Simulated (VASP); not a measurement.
# Cr (Fd-3m) in VASP: further runs

Cr is run at these levels: PBE; tasks: single point.

Program: VASP 6.6.1. These are calculated values, not measurements. Logs are shortened: lines on timing, memory, paths and dates and some standing lists are left out, and cuts for length are marked.

### 1 The cell of the first run

The structure is cubic, space group Fd-3m (No. 227). Conventional cell: a = 5.100 Å, b = 5.100 Å, c = 5.100 Å, α = 90.00°, β = 90.00°, γ = 90.00°. Within 2.9 Å of Cr (site symmetry -43m) lie 4 Cr at 2.21 Å.

### 2 Single point, PBE

Contents of INCAR:

```
  PREC = Accurate
  ENCUT = 520
  EDIFF = 1E-7
  ISMEAR = -1
  SIGMA = 0.1
  LREAL = F
  LASPH = T
  NELM = 60
  ALGO = Normal
  ISIF = 2
  LWAVE = F
  LCHARG = F
  GGA = PE
  NBANDS = 19
```

Contents of KPOINTS:

```
Automatic mesh
0
Gamma
  12 12 12
```

Contents of POSCAR:

```
Cr
1.0
    0.0000000000      2.5499082060      2.5499082060
    2.5499082060      0.0000000000      2.5499082060
    2.5499082060      2.5499082060      0.0000000000
Cr
2
Direct
    0.1250000000      0.1250000000      0.1250000000
    0.8750000000      0.8750000000      0.8750000000
```

Potentials or basis: VASP PAW PBE potentials, release 64 (Cr_pv).

The run is started by

```bash
cat potpaw_PBE.64/Cr_pv/POTCAR > POTCAR
mpirun -np 1 vasp_std > vasp.out
```

OUTCAR:

```text
PREC = Accurate
   ENCUT = 520
   EDIFF = 1E-7
   ISMEAR = -1
   LREAL = F
   LASPH = T
   NELM = 60
   ISIF = 2
   GGA = PE

 ion  position               nearest neighbor table
   1  0.125  0.125  0.125-   2 2.21   2 2.21   2 2.21   2 2.21
   2  0.875  0.875  0.875-   1 2.21   1 2.21   1 2.21   1 2.21

  LATTYP: Found a face centered cubic cell.
 ALAT       =     5.0998164120

  Lattice vectors:

 A1 = (   0.0000000000,   2.5499082060,   2.5499082060)
 A2 = (   2.5499082060,   0.0000000000,   2.5499082060)
 A3 = (   2.5499082060,   2.5499082060,   0.0000000000)

Analysis of symmetry for initial positions (statically):
=====================================================================
 Subroutine PRICEL returns:
 Original cell was already a primitive cell.

 Routine SETGRP: Setting up the symmetry group for a
 face centered cubic supercell.

 Subroutine GETGRP returns: Found 48 space group operations
 (whereof 12 operations were pure point group operations)
 out of a pool of 48 trial point group operations.

The static configuration has the point symmetry D_3d.
 The point group associated with its full space group is O_h .

Analysis of symmetry for dynamics (positions and initial velocities):
=====================================================================
 Subroutine PRICEL returns:
 Original cell was already a primitive cell.

 Routine SETGRP: Setting up the symmetry group for a
 face centered cubic supercell.

 Subroutine GETGRP returns: Found 48 space group operations
 (whereof 12 operations were pure point group operations)
 out of a pool of 48 trial point group operations.

The dynamic configuration has the point symmetry D_3d.
 The point group associated with its full space group is O_h .

 Subroutine INISYM returns: Found 48 space group operations
 (whereof 12 operations are pure point group operations),
 and found     1 'primitive' translations

----------------------------------------------------------------------------------------

                                     Primitive cell

  volume of cell :      33.1592

  direct lattice vectors                    reciprocal lattice vectors
     0.000000000  2.549908206  2.549908206    -0.196085490  0.196085490  0.196085490
[... 74 lines left out ...]
   NGX,Y,Z   is equivalent  to a cutoff of  12.91, 12.91, 12.91 a.u.
   NGXF,Y,Z  is equivalent  to a cutoff of  25.82, 25.82, 25.82 a.u.
 SYSTEM =  unknown system
   PREC   = accura    normal or accurate (medium, high low for compatibility)
   ISTART =      0    job   : 0-new  1-cont  2-samecut
   ICHARG =      2    charge: 1-file 2-atom 10-const
   ISPIN  =      1    spin polarized calculation?
   LNONCOLLINEAR =      F non collinear calculations
   LSORBIT =      F    spin-orbit coupling
   LASPH  =      T    aspherical Exc in radial PAW
   ENCUT  =  520.0 eV  38.22 Ry    6.18 a.u.   6.70  6.70  6.70*2*pi/ulx,y,z
   NELM   =     60;   NELMIN=  2; NELMDL= -5     # of ELM steps
   EDIFF  = 0.1E-06   stopping-criterion for ELM
   LREAL  =      F    real-space projection
   EDIFFG = 0.1E-05   stopping-criterion for IOM
   NSW    =      0    number of steps for IOM
   IBRION =     -1    ionic relax: 0-MD 1-quasi-New 2-CG
   NFREE  =      0    steps in history (QN), initial steepest desc. (CG)
   ISIF   =      2    stress and relaxation
   ISYM   =      2    0-nonsym 1-usesym 2-fastsym
   POTIM  = 0.5000    time-step for ionic-motion
   TEBEG  =    0.0;   TEEND  =   0.0 temperature during run
   PSTRESS=    0.0 pullay stress
   NELECT =      24.0000    total number of electrons
   NUPDOWN=      -1.0000    fix difference up-down
   EMIN   =  10.00;   EMAX   =-10.00  energy-range for DOS
   EFERMI =   0.00;   METHOD = LEGACY
   ISMEAR =    -1;   SIGMA  =   0.10  broadening in eV -4-tet -1-fermi 0-gaus
   EFERMI_NEDOS =   21; number of points for ismear=-14 and -15
   IALGO  =     38    algorithm
   IMIX   =      4    mixing-type and parameters
     AMIX     =   0.40;   BMIX     =  1.00
     AMIX_MAG =   1.60;   BMIX_MAG =  1.00
  volume/ion in A,a.u.               =      16.58       111.88
  Fermi-wavevector in a.u.,A,eV,Ry     =   1.469865  2.777642 29.395418  2.160502
  Thomas-Fermi vector in A             =   2.585191
   LORBIT       =      0    0 simple, 1 ext, 2 COOP (PROOUT), +10 PAW based schemes
   GGA     = PE    functional components
   LHFCALC =     F    Hartree Fock is set to
   AEXX    =    0.0000 exact exchange contribution
   IVDW    =     0    specifies the selected vdW correction
   LEPSILON=     F    determine dielectric tensor
   LRPA    =     F    only Hartree local field effects (RPA)
 non-spin polarized calculation
  energy-cutoff  :      520.00
  volume of cell :       33.16
 maximum number of plane-waves:       911
   NGX = 13   NGY = 13   NGZ = 13

 number of electron      24.0000011 magnetization

 Free energy of the ion-electron system (eV)
  ---------------------------------------------------
  ext. energy  EPLUGINS =         0.00000000
  ---------------------------------------------------
  free energy    TOTEN  =       -14.78645460 eV

  energy without entropy =      -14.65052616  energy(sigma->0) =      -14.71849038

 E-fermi :   6.2393     XC(G=0): -11.3110

 val. band max:        6.2288350581   @ k =   0.5000   0.3333   0.0000
 cond. band min:       6.2409521695   @ k =  -0.4167   0.4167   0.0000
 fundamental gap:      0.0121171114
 Fermi energy:         6.2393358705

 k-point     1 :       0.0000    0.0000    0.0000
  band No.  band energies     occupation
      1     -36.4116      2.00000
      2     -36.4116      2.00000
      3     -36.4116      2.00000
      4     -35.6160      2.00000
      5     -35.6160      2.00000
      6     -35.6160      2.00000
[... 505 lines left out ...]
      6     -35.4526      2.00000
[... 11 lines left out ...]
     18      10.2653      0.00000
     19      14.3710      0.00000

 [... further k-points ...]
[... 5 lines left out ...]
  --------------------------------------------------------------------------------------
  -------------------------------------------------------------------------------------
  Total        0.0480007      0.0480007      0.0480007      0.0000000      0.0000000      0.0000000
  in kB        2.3192877      2.3192877      2.3192877      0.0000000      0.0000000      0.0000000
  external PRESSURE =       2.3192877 kB  Pullay stress =       0.0000000 kB

 VOLUME and BASIS-vectors are now :
 -----------------------------------------------------------------------------
  energy-cutoff  :      520.00
  volume of cell :       33.16
      direct lattice vectors                 reciprocal lattice vectors
     0.000000000  2.549908206  2.549908206    -0.196085490  0.196085490  0.196085490
     2.549908206  0.000000000  2.549908206     0.196085490 -0.196085490  0.196085490
     2.549908206  2.549908206  0.000000000     0.196085490  0.196085490 -0.196085490

 POSITION                                       TOTAL-FORCE (eV/Angst)
 -----------------------------------------------------------------------------------
      0.63748      0.63748      0.63748        -0.000000     -0.000000     -0.000000
      4.46234      4.46234      4.46234         0.000000      0.000000      0.000000
 -----------------------------------------------------------------------------------
    total drift:                                0.000000     -0.000000     -0.000000

  FREE ENERGIE OF THE ION-ELECTRON SYSTEM (eV)
  ---------------------------------------------------
  free  energy   TOTEN  =       -14.7864546015 eV

  energy  without entropy=      -14.6505261556  energy(sigma->0) =      -14.71849038
```

stdout:

```text
POSCAR found type information on POSCAR Cr
 POSCAR found :  1 types and       2 ions
 scaLAPACK will be used
 LDA part: xc-table for (Slater+PW92), standard interpolation
 POSCAR, INCAR and KPOINTS ok, starting setup
 FFT: planning ... GRIDC
 FFT: planning ... GRID_SOFT
 FFT: planning ... GRID
 WAVECAR not read
 entering main loop
```

Wall time 36 s (1 thread of Intel Xeon Platinum 8259CL at 2.50GHz (Skylake/Cascade Lake), shared host); peak memory 0.15 GiB.

What came out:

```yaml
Free_energy: -14.7865 eV
Pressure: 0.2 GPa
Band_gap_on_the_k_mesh: zero (band 12 reaches 6.48 eV, above the bottom of band 13 at 5.99 eV)
```

Levels at points of the mesh, in eV from the Fermi level:
| k point | band 8 | band 9 | band 10 | band 11 | band 12 | band 13 | band 14 | band 15 | band 16 | band 17 |
| --- | --- | --- | --- | --- | --- | --- | --- | --- | --- | --- |
| (0.00, 0.00, 0.00) | -1.51 | -1.51 | -1.05 | -1.05 | -1.05 | 1.07 | 1.07 | 1.07 | 3.12 | 3.12 |
| (0.50, 0.00, 0.00) | -1.90 | -1.42 | -1.42 | -1.07 | -1.07 | -0.03 | 1.82 | 1.82 | 2.76 | 2.76 |
| (0.50, 0.50, 0.00) | -2.57 | -0.97 | -0.97 | -0.09 | -0.09 | 0.76 | 0.76 | 2.98 | 2.98 | 4.08 |

Caveat: the run has no spin polarisation, though such a crystal can be magnetic. Spin polarisation is off, so any magnetic state and its effect on volume and gap are missing.

### 3 Single point, PBE (volume scaled by 1.04)

Contents of INCAR:

```
SYSTEM = Cr
PREC     = Accurate       ! precision mode
ENCUT    = 520            ! plane-wave cutoff, eV
EDIFF    = 1E-6           ! SCF threshold, eV
ISMEAR   = -1             ! smearing method
SIGMA    = 0.1            ! smearing width, eV
LREAL    = .FALSE.        ! projectors in reciprocal space
LASPH    = .TRUE.         ! aspherical terms in the spheres
NELM     = 60             ! most SCF steps
ALGO     = Normal         ! electronic algorithm
ISIF     = 2              ! what is computed and relaxed
LWAVE    = .FALSE.        ! write WAVECAR
LCHARG   = .FALSE.        ! write CHGCAR
GGA      = PE             ! functional
NBANDS   = 19             ! bands
```

Contents of KPOINTS:

```
regular mesh
0
G
  12 12 12
  0 0 0
```

Contents of POSCAR:

```
Cr
1.0
    0.0000000000      2.5834634777      2.5834634777
    2.5834634777      0.0000000000      2.5834634777
    2.5834634777      2.5834634777      0.0000000000
Cr
2
Direct
    0.1250000000      0.1250000000      0.1250000000
    0.8750000000      0.8750000000      0.8750000000
```

Potentials or basis: VASP PAW PBE potentials, release 64 (Cr_pv).

The run is started by

```bash
cat potpaw_PBE.64/Cr_pv/POTCAR > POTCAR
mpirun -np 1 vasp_std > vasp.out
```

OUTCAR:

```text
SYSTEM = Cr
   PREC = Accurate
   ENCUT = 520
   EDIFF = 1E-6
   ISMEAR = -1
   LREAL = .FALSE.
   LASPH = .TRUE.
   NELM = 60
   ISIF = 2
   GGA = PE

 ion  position               nearest neighbor table
   1  0.125  0.125  0.125-   2 2.24   2 2.24   2 2.24   2 2.24
   2  0.875  0.875  0.875-   1 2.24   1 2.24   1 2.24   1 2.24

  LATTYP: Found a face centered cubic cell.
 ALAT       =     5.1669269554

  Lattice vectors:

 A1 = (   0.0000000000,   2.5834634777,   2.5834634777)
 A2 = (   2.5834634777,   0.0000000000,   2.5834634777)
 A3 = (   2.5834634777,   2.5834634777,   0.0000000000)

Analysis of symmetry for initial positions (statically):
=====================================================================
 Subroutine PRICEL returns:
 Original cell was already a primitive cell.

 Routine SETGRP: Setting up the symmetry group for a
 face centered cubic supercell.

 Subroutine GETGRP returns: Found 48 space group operations
 (whereof 12 operations were pure point group operations)
 out of a pool of 48 trial point group operations.

The static configuration has the point symmetry D_3d.
 The point group associated with its full space group is O_h .

Analysis of symmetry for dynamics (positions and initial velocities):
=====================================================================
 Subroutine PRICEL returns:
 Original cell was already a primitive cell.

 Routine SETGRP: Setting up the symmetry group for a
 face centered cubic supercell.

 Subroutine GETGRP returns: Found 48 space group operations
 (whereof 12 operations were pure point group operations)
 out of a pool of 48 trial point group operations.

The dynamic configuration has the point symmetry D_3d.
 The point group associated with its full space group is O_h .

 Subroutine INISYM returns: Found 48 space group operations
[... 110 lines left out ...]
   EMIN   =  10.00;   EMAX   =-10.00  energy-range for DOS
   EFERMI =   0.00;   METHOD = LEGACY
   ISMEAR =    -1;   SIGMA  =   0.10  broadening in eV -4-tet -1-fermi 0-gaus
   EFERMI_NEDOS =   21; number of points for ismear=-14 and -15
   IALGO  =     38    algorithm
   IMIX   =      4    mixing-type and parameters
     AMIX     =   0.40;   BMIX     =  1.00
     AMIX_MAG =   1.60;   BMIX_MAG =  1.00
  volume/ion in A,a.u.               =      17.24       116.36
  Fermi-wavevector in a.u.,A,eV,Ry     =   1.450773  2.741564 28.636774  2.104743
  Thomas-Fermi vector in A             =   2.568347
   LORBIT       =      0    0 simple, 1 ext, 2 COOP (PROOUT), +10 PAW based schemes
   GGA     = PE    functional components
   LHFCALC =     F    Hartree Fock is set to
   AEXX    =    0.0000 exact exchange contribution
   IVDW    =     0    specifies the selected vdW correction
   LEPSILON=     F    determine dielectric tensor
   LRPA    =     F    only Hartree local field effects (RPA)
 non-spin polarized calculation
  energy-cutoff  :      520.00
  volume of cell :       34.49
 maximum number of plane-waves:       950
   NGX = 13   NGY = 13   NGZ = 13

 number of electron      23.9999978 magnetization

 Free energy of the ion-electron system (eV)
  ---------------------------------------------------
  ext. energy  EPLUGINS =         0.00000000
  ---------------------------------------------------
  free energy    TOTEN  =       -14.77270026 eV

  energy without entropy =      -14.63038433  energy(sigma->0) =      -14.70154230

 E-fermi :   5.8339     XC(G=0): -11.1173

 val. band max:        5.8247156238   @ k =  -0.3333   0.2500   0.0000
 cond. band min:       5.8458007884   @ k =   0.4167   0.1667   0.0000
 fundamental gap:      0.0210851646
 Fermi energy:         5.8339485442

 k-point     1 :       0.0000    0.0000    0.0000
  band No.  band energies     occupation
      1     -36.7861      2.00000
      2     -36.7861      2.00000
      3     -36.7861      2.00000
      4     -36.0678      2.00000
      5     -36.0678      2.00000
      6     -36.0678      2.00000
[... 505 lines left out ...]
      6     -35.9231      2.00000
[... 11 lines left out ...]
     18       9.6884      0.00000
     19      13.6859      0.00000

 [... further k-points ...]

------------------------ aborting loop because EDIFF is reached ----------------------------------------

  FORCE on cell =-STRESS in cart. coord.  units (eV):
  Direction    XX          YY          ZZ          XY          YZ          ZX
  --------------------------------------------------------------------------------------
  -------------------------------------------------------------------------------------
  Total       -0.7622068     -0.7622068     -0.7622068     -0.0000000     -0.0000000      0.0000000
  in kB      -35.4116703    -35.4116703    -35.4116703     -0.0000000     -0.0000000      0.0000000
  external PRESSURE =     -35.4116703 kB  Pullay stress =       0.0000000 kB

 VOLUME and BASIS-vectors are now :
 -----------------------------------------------------------------------------
  energy-cutoff  :      520.00
  volume of cell :       34.49
      direct lattice vectors                 reciprocal lattice vectors
     0.000000000  2.583463478  2.583463478    -0.193538637  0.193538637  0.193538637
     2.583463478  0.000000000  2.583463478     0.193538637 -0.193538637  0.193538637
     2.583463478  2.583463478  0.000000000     0.193538637  0.193538637 -0.193538637

 POSITION                                       TOTAL-FORCE (eV/Angst)
 -----------------------------------------------------------------------------------
      0.64587      0.64587      0.64587        -0.000000      0.000000     -0.000000
      4.52106      4.52106      4.52106         0.000000     -0.000000      0.000000
 -----------------------------------------------------------------------------------
    total drift:                                0.000000     -0.000000     -0.000000

  FREE ENERGIE OF THE ION-ELECTRON SYSTEM (eV)
  ---------------------------------------------------
  free  energy   TOTEN  =       -14.7727002613 eV

  energy  without entropy=      -14.6303843342  energy(sigma->0) =      -14.70154230
```

Run time: 30 s. Hardware: 1 thread of Intel Xeon Platinum 8259CL at 2.50GHz (Skylake/Cascade Lake), shared host; peak memory 0.17 GiB.

Results:

```
Free energy            : -14.7727 eV
Pressure               : -3.5 GPa
Band gap on the k mesh : zero (band 12 reaches 6.07 eV, above the bottom of band 13 at 5.61 eV)
```

Caveat: the run has no spin polarisation, though such a crystal can be magnetic.
